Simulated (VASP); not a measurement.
# BiTe (Fm-3m) in VASP: notebook

Runs on BiTe. Level: LDA. Tasks: electric field gradients.

All numbers are computed with VASP 6.6.1; they aren't measurements. Logs are shortened: lines on timing, memory, paths and dates and some standing lists are left out, and cuts for length are marked.

## 1. The cell of the first run

It takes space group Fm-3m (No. 225, cubic). Conventional cell: a = 6.513 Å, b = 6.513 Å, c = 6.513 Å, α = 90.00°, β = 90.00°, γ = 90.00°. Bi (site symmetry m-3m) has 6 Te at 3.26 Å within 4.3 Å. Te (site symmetry m-3m) has 6 Bi at 3.26 Å within 4.3 Å.

## 2. Electric field gradients, LDA (34.53 Å³/atom)

INCAR

```
  PREC = Accurate
  ENCUT = 520
  EDIFF = 1E-8
  ISMEAR = -1
  SIGMA = 0.08
  LREAL = F
  LASPH = T
  NELM = 80
  ALGO = Normal
  ISIF = 2
  LWAVE = F
  LCHARG = F
  GGA = CA
  LEFG = T
  NBANDS = 18
```

KPOINTS

```
Automatic mesh
0
Gamma
  10 10 10
```

POSCAR

```
BiTe
1.0
    0.0000000000      3.2564244654      3.2564244654
    3.2564244654      0.0000000000      3.2564244654
    3.2564244654      3.2564244654      0.0000000000
Bi Te
1 1
Direct
    0.0000000000      0.0000000000      0.0000000000
    0.5000000000      0.5000000000      0.5000000000
```

Potentials or basis: VASP PAW LDA potentials, release 64 (Bi_d, Te).

Launch:

```console
cat potpaw_LDA.64/Bi_d/POTCAR potpaw_LDA.64/Te/POTCAR > POTCAR
mpirun -np 1 vasp_std > vasp.out
```

OUTCAR:

```text
PREC = Accurate
   ENCUT = 520
   EDIFF = 1E-8
   ISMEAR = -1
   LREAL = F
   LASPH = T
   NELM = 80
   ISIF = 2
   GGA = CA

 ion  position               nearest neighbor table
   1  0.000  0.000  0.000-   2 3.26   2 3.26   2 3.26   2 3.26   2 3.26   2 3.26
   2  0.500  0.500  0.500-   1 3.26   1 3.26   1 3.26   1 3.26   1 3.26   1 3.26

  LATTYP: Found a face centered cubic cell.
 ALAT       =     6.5128489308

  Lattice vectors:

 A1 = (   0.0000000000,   3.2564244654,   3.2564244654)
 A2 = (   3.2564244654,   0.0000000000,   3.2564244654)
 A3 = (   3.2564244654,   3.2564244654,   0.0000000000)

Analysis of symmetry for initial positions (statically):
=====================================================================
 Subroutine PRICEL returns:
 Original cell was already a primitive cell.

 Routine SETGRP: Setting up the symmetry group for a
 face centered cubic supercell.

 Subroutine GETGRP returns: Found 48 space group operations
 (whereof 48 operations were pure point group operations)
 out of a pool of 48 trial point group operations.

The static configuration has the point symmetry O_h .

Analysis of symmetry for dynamics (positions and initial velocities):
=====================================================================
 Subroutine PRICEL returns:
 Original cell was already a primitive cell.

 Routine SETGRP: Setting up the symmetry group for a
 face centered cubic supercell.

 Subroutine GETGRP returns: Found 48 space group operations
 (whereof 48 operations were pure point group operations)
 out of a pool of 48 trial point group operations.

The dynamic configuration has the point symmetry O_h .

 Subroutine INISYM returns: Found 48 space group operations
 (whereof 48 operations are pure point group operations),
 and found     1 'primitive' translations

----------------------------------------------------------------------------------------

                                     Primitive cell

  volume of cell :      69.0642

  direct lattice vectors                    reciprocal lattice vectors
     0.000000000  3.256424465  3.256424465    -0.153542637  0.153542637  0.153542637
     3.256424465  0.000000000  3.256424465     0.153542637 -0.153542637  0.153542637
     3.256424465  3.256424465  0.000000000     0.153542637  0.153542637 -0.153542637

  length of vectors
[... 115 lines left out ...]
  volume of cell :       69.06
 maximum number of plane-waves:      1876
 NGX is ok and might be reduce to    36
   NGX = 17   NGY = 17   NGZ = 17

 number of electron      20.9999995 magnetization

 Free energy of the ion-electron system (eV)
  ---------------------------------------------------
  ext. energy  EPLUGINS =         0.00000000
  ---------------------------------------------------
  free energy    TOTEN  =        -8.47636747 eV

  energy without entropy =       -8.44548778  energy(sigma->0) =       -8.46092762

 E-fermi :   6.1790     XC(G=0):  -9.5899

 val. band max:        6.1615595128   @ k =  -0.2000   0.1000   0.0000
 cond. band min:       6.1994781199   @ k =   0.5000   0.1000   0.0000
 fundamental gap:      0.0379186071
 Fermi energy:         6.1789624615

 k-point     1 :       0.0000    0.0000    0.0000
  band No.  band energies     occupation
      1     -16.8723      2.00000
      2     -16.8723      2.00000
      3     -16.8663      2.00000
      4     -16.8663      2.00000
      5     -16.8663      2.00000
      6      -7.2005      2.00000
[... 481 lines left out ...]
      5     -16.8587      2.00000
      6      -5.9341      2.00000
[... 10 lines left out ...]
     17      15.0984      0.00000
     18      15.1822      0.00000

 [... further k-points ...]
[... 5 lines left out ...]
  --------------------------------------------------------------------------------------
  -------------------------------------------------------------------------------------
  Total       -1.5363654     -1.5363654     -1.5363654      0.0000000     -0.0000000      0.0000000
  in kB      -35.6411809    -35.6411809    -35.6411809      0.0000000     -0.0000000      0.0000000
  external PRESSURE =     -35.6411809 kB  Pullay stress =       0.0000000 kB

 VOLUME and BASIS-vectors are now :
 -----------------------------------------------------------------------------
  energy-cutoff  :      520.00
  volume of cell :       69.06
      direct lattice vectors                 reciprocal lattice vectors
     0.000000000  3.256424465  3.256424465    -0.153542637  0.153542637  0.153542637
     3.256424465  0.000000000  3.256424465     0.153542637 -0.153542637  0.153542637
     3.256424465  3.256424465  0.000000000     0.153542637  0.153542637 -0.153542637

 POSITION                                       TOTAL-FORCE (eV/Angst)
 -----------------------------------------------------------------------------------
      0.00000      0.00000      0.00000         0.000000     -0.000000     -0.000000
      3.25642      3.25642      3.25642        -0.000000      0.000000      0.000000
 -----------------------------------------------------------------------------------
    total drift:                               -0.000000      0.000000      0.000000

  FREE ENERGIE OF THE ION-ELECTRON SYSTEM (eV)
  ---------------------------------------------------
  free  energy   TOTEN  =        -8.4763674672 eV

  energy  without entropy=       -8.4454877828  energy(sigma->0) =       -8.46092762

 Electric field gradients (V/A^2)
---------------------------------------------------------------------
 ion       V_xx      V_yy      V_zz      V_xy      V_xz      V_yz
---------------------------------------------------------------------
   1      -0.000    -0.000    -0.000     0.001     0.001     0.001
   2       0.000    -0.000    -0.000    -0.000    -0.000    -0.000
---------------------------------------------------------------------

 Electric field gradients after diagonalization (V/A^2)
 (convention: |V_zz| > |V_xx| > |V_yy|)
----------------------------------------------------------------------
 ion       V_xx      V_yy      V_zz     asymmetry (V_yy - V_xx)/ V_zz
----------------------------------------------------------------------
   1      -0.001    -0.001     0.002       0.000
   2       0.000     0.000    -0.000       0.000
----------------------------------------------------------------------

           NMR quadrupolar parameters

 Cq : quadrupolar parameter    Cq=e*Q*V_zz/h
 eta: asymmetry parameters     (V_yy - V_xx)/ V_zz
 Q  : nuclear electric quadrupole moment in mb (millibarn)
----------------------------------------------------------------------
 ion       Cq(MHz)       eta       Q (mb)
----------------------------------------------------------------------
   1       0.000       0.000       1.000
   2      -0.000       0.000       1.000
----------------------------------------------------------------------
```

OSZICAR:

```text
N       E                     dE             d eps       ncg     rms          rms(c)
DAV:   1     0.160451844038E+03    0.16045E+03   -0.97611E+03  1692   0.111E+03
DAV:   2     0.367132898993E+01   -0.15678E+03   -0.15269E+03  1832   0.303E+02
DAV:   3    -0.817565214115E+01   -0.11847E+02   -0.11749E+02  2098   0.889E+01
DAV:   4    -0.849923351237E+01   -0.32358E+00   -0.32328E+00  2088   0.160E+01
DAV:   5    -0.851300353167E+01   -0.13770E-01   -0.13769E-01  2328   0.312E+00    0.610E+00
DAV:   6    -0.847814528657E+01    0.34858E-01   -0.99162E-02  2424   0.196E+00    0.377E+00
DAV:   7    -0.847685769645E+01    0.12876E-02   -0.20553E-02  1914   0.759E-01    0.626E-01
DAV:   8    -0.847634591348E+01    0.51178E-03   -0.31147E-03  2130   0.387E-01    0.917E-02
DAV:   9    -0.847636875407E+01   -0.22841E-04   -0.34488E-04  1942   0.107E-01    0.512E-02
DAV:  10    -0.847636821465E+01    0.53942E-06   -0.14661E-05  2158   0.218E-02    0.315E-02
DAV:  11    -0.847636768690E+01    0.52775E-06   -0.57949E-06  2240   0.132E-02    0.872E-03
DAV:  12    -0.847636747221E+01    0.21469E-06   -0.84686E-07  2164   0.781E-03    0.125E-03
DAV:  13    -0.847636746657E+01    0.56416E-08   -0.15861E-07  2266   0.283E-03    0.251E-03
DAV:  14    -0.847636746720E+01   -0.63847E-09   -0.71096E-09  1006   0.500E-04
   1 F= -.84763675E+01 E0= -.84609276E+01  d E =-.308797E-01
```

stdout:

```text
POSCAR found type information on POSCAR BiTe
 POSCAR found :  2 types and       2 ions
 scaLAPACK will be used
 LDA part: xc-table for (Slater(with rela. corr.)+CA(PZ))
 , standard interpolation
 POSCAR, INCAR and KPOINTS ok, starting setup
 FFT: planning ... GRIDC
 FFT: planning ... GRID_SOFT
 FFT: planning ... GRID
 WAVECAR not read
 entering main loop
ion   1

ion   2
```

Run time: 80 s. Hardware: 1 thread of Intel Xeon 8259CL, shared host; peak memory 0.21 GiB.

Results:

- Free energy: -8.4764 eV
- Pressure: -3.6 GPa
- Band gap on the k mesh: zero (an odd number of electrons rules out a gap without spin polarisation)
- Largest electric field gradient by atom: zero within the noise of the run

Caveat: the cell stands under tension; spin-orbit coupling is left out, which moves the levels of the heavy elements.

## 3. Electric field gradients, LDA (34.53 Å³/atom)

INCAR

```
PREC = Accurate
ENCUT = 520
EDIFF = 1E-8
ISMEAR = -1
SIGMA = 0.08
LREAL = False
LASPH = True
NELM = 100
ALGO = Normal
ISIF = 2
LWAVE = False
LCHARG = False
LEFG = True
NBANDS = 18
```

KPOINTS is that of step 2.

POSCAR is that of step 2.

Potentials or basis: VASP PAW LDA potentials, release 64 (Bi_d, Te).

Launch:

```console
cat potpaw_LDA.64/Bi_d/POTCAR potpaw_LDA.64/Te/POTCAR > POTCAR
mpirun -np 1 vasp_std > vasp.out
```

OUTCAR:

```text
PREC = Accurate
   ENCUT = 520
   EDIFF = 1E-8
   ISMEAR = -1
   LREAL = False
   LASPH = True
   NELM = 100
   ISIF = 2

 ion  position               nearest neighbor table
   1  0.000  0.000  0.000-   2 3.26   2 3.26   2 3.26   2 3.26   2 3.26   2 3.26
   2  0.500  0.500  0.500-   1 3.26   1 3.26   1 3.26   1 3.26   1 3.26   1 3.26

  LATTYP: Found a face centered cubic cell.
 ALAT       =     6.5128489308

  Lattice vectors:

 A1 = (   0.0000000000,   3.2564244654,   3.2564244654)
 A2 = (   3.2564244654,   0.0000000000,   3.2564244654)
 A3 = (   3.2564244654,   3.2564244654,   0.0000000000)

Analysis of symmetry for initial positions (statically):
=====================================================================
 Subroutine PRICEL returns:
 Original cell was already a primitive cell.

 Routine SETGRP: Setting up the symmetry group for a
 face centered cubic supercell.

 Subroutine GETGRP returns: Found 48 space group operations
 (whereof 48 operations were pure point group operations)
 out of a pool of 48 trial point group operations.

The static configuration has the point symmetry O_h .

Analysis of symmetry for dynamics (positions and initial velocities):
=====================================================================
 Subroutine PRICEL returns:
 Original cell was already a primitive cell.

 Routine SETGRP: Setting up the symmetry group for a
 face centered cubic supercell.

 Subroutine GETGRP returns: Found 48 space group operations
 (whereof 48 operations were pure point group operations)
 out of a pool of 48 trial point group operations.

The dynamic configuration has the point symmetry O_h .

 Subroutine INISYM returns: Found 48 space group operations
 (whereof 48 operations are pure point group operations),
 and found     1 'primitive' translations

----------------------------------------------------------------------------------------

                                     Primitive cell

  volume of cell :      69.0642

  direct lattice vectors                    reciprocal lattice vectors
     0.000000000  3.256424465  3.256424465    -0.153542637  0.153542637  0.153542637
     3.256424465  0.000000000  3.256424465     0.153542637 -0.153542637  0.153542637
     3.256424465  3.256424465  0.000000000     0.153542637  0.153542637 -0.153542637

  length of vectors
     4.605279644  4.605279644  4.605279644     0.265943649  0.265943649  0.265943649

  position of ions in fractional coordinates (direct lattice)
     0.000000000  0.000000000  0.000000000
     0.500000000  0.500000000  0.500000000

  ion indices of the primitive-cell ions
   primitive index   ion index
                 1           1
                 2           2

----------------------------------------------------------------------------------------

 KPOINTS: Automatic mesh

Automatic generation of k-mesh.
 Grid dimensions read from file:
 generate k-points for:   10   10   10

 Generating k-lattice:

[... 67 lines left out ...]
   ISIF   =      2    stress and relaxation
   ISYM   =      2    0-nonsym 1-usesym 2-fastsym
   POTIM  = 0.5000    time-step for ionic-motion
   TEBEG  =    0.0;   TEEND  =   0.0 temperature during run
   PSTRESS=    0.0 pullay stress
   NELECT =      21.0000    total number of electrons
   NUPDOWN=      -1.0000    fix difference up-down
   EMIN   =  10.00;   EMAX   =-10.00  energy-range for DOS
   EFERMI =   0.00;   METHOD = LEGACY
   ISMEAR =    -1;   SIGMA  =   0.08  broadening in eV -4-tet -1-fermi 0-gaus
   EFERMI_NEDOS =   21; number of points for ismear=-14 and -15
   IALGO  =     38    algorithm
   IMIX   =      4    mixing-type and parameters
     AMIX     =   0.40;   BMIX     =  1.00
     AMIX_MAG =   1.60;   BMIX_MAG =  1.00
  volume/ion in A,a.u.               =      34.53       233.03
  Fermi-wavevector in a.u.,A,eV,Ry     =   1.100855  2.080315 16.488662  1.211882
  Thomas-Fermi vector in A             =   2.237273
   LORBIT       =      0    0 simple, 1 ext, 2 COOP (PROOUT), +10 PAW based schemes
   GGA     = CA    functional components
   LHFCALC =     F    Hartree Fock is set to
   AEXX    =    0.0000 exact exchange contribution
   IVDW    =     0    specifies the selected vdW correction
   LEPSILON=     F    determine dielectric tensor
   LRPA    =     F    only Hartree local field effects (RPA)
 non-spin polarized calculation
  energy-cutoff  :      520.00
  volume of cell :       69.06
 maximum number of plane-waves:      1876
 NGX is ok and might be reduce to    36
   NGX = 17   NGY = 17   NGZ = 17

 number of electron      20.9999995 magnetization

 Free energy of the ion-electron system (eV)
  ---------------------------------------------------
  ext. energy  EPLUGINS =         0.00000000
  ---------------------------------------------------
  free energy    TOTEN  =        -8.47636747 eV

  energy without entropy =       -8.44548778  energy(sigma->0) =       -8.46092762

 E-fermi :   6.1790     XC(G=0):  -9.5899

 val. band max:        6.1615595128   @ k =  -0.2000   0.1000   0.0000
 cond. band min:       6.1994781199   @ k =   0.5000   0.1000   0.0000
 fundamental gap:      0.0379186071
 Fermi energy:         6.1789624615

 k-point     1 :       0.0000    0.0000    0.0000
  band No.  band energies     occupation
      1     -16.8723      2.00000
      2     -16.8723      2.00000
      3     -16.8663      2.00000
      4     -16.8663      2.00000
      5     -16.8663      2.00000
      6      -7.2005      2.00000
[... 481 lines left out ...]
      5     -16.8587      2.00000
      6      -5.9341      2.00000
[... 10 lines left out ...]
     17      15.0984      0.00000
     18      15.1822      0.00000

 [... further k-points ...]

------------------------ aborting loop because EDIFF is reached ----------------------------------------

  FORCE on cell =-STRESS in cart. coord.  units (eV):
  Direction    XX          YY          ZZ          XY          YZ          ZX
  --------------------------------------------------------------------------------------
  -------------------------------------------------------------------------------------
  Total       -1.5363654     -1.5363654     -1.5363654      0.0000000     -0.0000000      0.0000000
  in kB      -35.6411809    -35.6411809    -35.6411809      0.0000000     -0.0000000      0.0000000
  external PRESSURE =     -35.6411809 kB  Pullay stress =       0.0000000 kB

 VOLUME and BASIS-vectors are now :
 -----------------------------------------------------------------------------
  energy-cutoff  :      520.00
  volume of cell :       69.06
      direct lattice vectors                 reciprocal lattice vectors
     0.000000000  3.256424465  3.256424465    -0.153542637  0.153542637  0.153542637
     3.256424465  0.000000000  3.256424465     0.153542637 -0.153542637  0.153542637
     3.256424465  3.256424465  0.000000000     0.153542637  0.153542637 -0.153542637

 POSITION                                       TOTAL-FORCE (eV/Angst)
 -----------------------------------------------------------------------------------
      0.00000      0.00000      0.00000         0.000000     -0.000000     -0.000000
      3.25642      3.25642      3.25642        -0.000000      0.000000      0.000000
 -----------------------------------------------------------------------------------
    total drift:                               -0.000000      0.000000      0.000000

  FREE ENERGIE OF THE ION-ELECTRON SYSTEM (eV)
  ---------------------------------------------------
  free  energy   TOTEN  =        -8.4763674672 eV

  energy  without entropy=       -8.4454877828  energy(sigma->0) =       -8.46092762

 Electric field gradients (V/A^2)
---------------------------------------------------------------------
 ion       V_xx      V_yy      V_zz      V_xy      V_xz      V_yz
---------------------------------------------------------------------
   1      -0.000    -0.000    -0.000     0.001     0.001     0.001
   2       0.000    -0.000    -0.000    -0.000    -0.000    -0.000
---------------------------------------------------------------------

 Electric field gradients after diagonalization (V/A^2)
 (convention: |V_zz| > |V_xx| > |V_yy|)
----------------------------------------------------------------------
 ion       V_xx      V_yy      V_zz     asymmetry (V_yy - V_xx)/ V_zz
----------------------------------------------------------------------
   1      -0.001    -0.001     0.002       0.000
   2       0.000     0.000    -0.000       0.000
----------------------------------------------------------------------

           NMR quadrupolar parameters

 Cq : quadrupolar parameter    Cq=e*Q*V_zz/h
 eta: asymmetry parameters     (V_yy - V_xx)/ V_zz
 Q  : nuclear electric quadrupole moment in mb (millibarn)
----------------------------------------------------------------------
 ion       Cq(MHz)       eta       Q (mb)
----------------------------------------------------------------------
   1       0.000       0.000       1.000
   2      -0.000       0.000       1.000
----------------------------------------------------------------------
```

OSZICAR:

```text
N       E                     dE             d eps       ncg     rms          rms(c)
DAV:   1     0.160451844038E+03    0.16045E+03   -0.97611E+03  1692   0.111E+03
DAV:   2     0.367132898993E+01   -0.15678E+03   -0.15269E+03  1832   0.303E+02
DAV:   3    -0.817565214115E+01   -0.11847E+02   -0.11749E+02  2098   0.889E+01
DAV:   4    -0.849923351237E+01   -0.32358E+00   -0.32328E+00  2088   0.160E+01
DAV:   5    -0.851300353167E+01   -0.13770E-01   -0.13769E-01  2328   0.312E+00    0.610E+00
DAV:   6    -0.847814528657E+01    0.34858E-01   -0.99162E-02  2424   0.196E+00    0.377E+00
DAV:   7    -0.847685769645E+01    0.12876E-02   -0.20553E-02  1914   0.759E-01    0.626E-01
DAV:   8    -0.847634591348E+01    0.51178E-03   -0.31147E-03  2130   0.387E-01    0.917E-02
DAV:   9    -0.847636875407E+01   -0.22841E-04   -0.34488E-04  1942   0.107E-01    0.512E-02
DAV:  10    -0.847636821465E+01    0.53942E-06   -0.14661E-05  2158   0.218E-02    0.315E-02
DAV:  11    -0.847636768690E+01    0.52775E-06   -0.57949E-06  2240   0.132E-02    0.872E-03
DAV:  12    -0.847636747221E+01    0.21469E-06   -0.84686E-07  2164   0.781E-03    0.125E-03
DAV:  13    -0.847636746657E+01    0.56416E-08   -0.15861E-07  2266   0.283E-03    0.251E-03
DAV:  14    -0.847636746720E+01   -0.63847E-09   -0.71096E-09  1006   0.500E-04
   1 F= -.84763675E+01 E0= -.84609276E+01  d E =-.308797E-01
```

stdout:

```text
POSCAR found type information on POSCAR BiTe
 POSCAR found :  2 types and       2 ions
 scaLAPACK will be used
 LDA part: xc-table for (Slater(with rela. corr.)+CA(PZ))
 , standard interpolation
 POSCAR, INCAR and KPOINTS ok, starting setup
 FFT: planning ... GRIDC
 FFT: planning ... GRID_SOFT
 FFT: planning ... GRID
 WAVECAR not read
 entering main loop
ion   1

ion   2
```

It took 78 s on 1 thread of Intel Xeon 8259CL, shared host; peak memory 0.21 GiB.

What came out:

```
Free energy                             : -8.4764 eV
Pressure                                : -3.6 GPa
Band gap on the k mesh                  : zero (an odd number of electrons rules out a gap without spin polarisation)
Largest electric field gradient by atom : zero within the noise of the run
```

Caveat: the cell stands under tension; spin-orbit coupling is left out, which moves the levels of the heavy elements.
